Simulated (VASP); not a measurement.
Crystal: Si3F.

```
Si F
1.0
    -2.54192    2.54192    2.54192
     2.54192   -2.54192    2.54192
     2.54192    2.54192   -2.54192
Si F
3 1
Direct
  0.00000 0.50000 0.50000
  0.50000 0.00000 0.50000
  0.50000 0.50000 0.00000
  0.00000 0.00000 0.00000
```

* Program: VASP 6.6.1
* Task: relaxation of cell and atoms
* Functional: PBE
* Potentials or basis: VASP PAW PBE potentials, release 64 (Si, F)
* Cutoff: 600 eV
* k mesh: 6 × 6 × 6
* Occupations: gaussian, width 0.1 eV
* Spin: no spin polarisation

At the start: pressure -6.9 GPa; volume 16.42 Å³/atom.

**Question.** Where does the relaxation end?

**Answer.** Over 3 steps the energy falls by 33.8 meV/atom and the volume is 14.98 Å³/atom (-8.8 %); space group Im-3m (No. 229, to 0.05 Å).

The path:
| step | energy change (eV) | largest force (eV/Å) | pressure (GPa) | volume (Å³) |
| --- | --- | --- | --- | --- |
| 1 | 0.0000 | 0.0000 | -6.95 | 65.70 |
| 2 | -0.1323 | 0.0000 | 1.26 | 59.16 |
| 3 | -0.1354 | 0.0000 | 0.04 | 59.94 |

Final structure:
```
CELL_PARAMETERS angstrom
-2.46533 2.46533 2.46533
2.46533 -2.46533 2.46533
2.46533 2.46533 -2.46533
ATOMIC_POSITIONS crystal
Si 0.00000 0.50000 0.50000
Si 0.50000 0.00000 0.50000
Si 0.50000 0.50000 0.00000
F 0.00000 0.00000 0.00000
```

Caveat: an odd number of electrons without spin polarisation forces a metal; a magnetic or distorted state may lie lower.
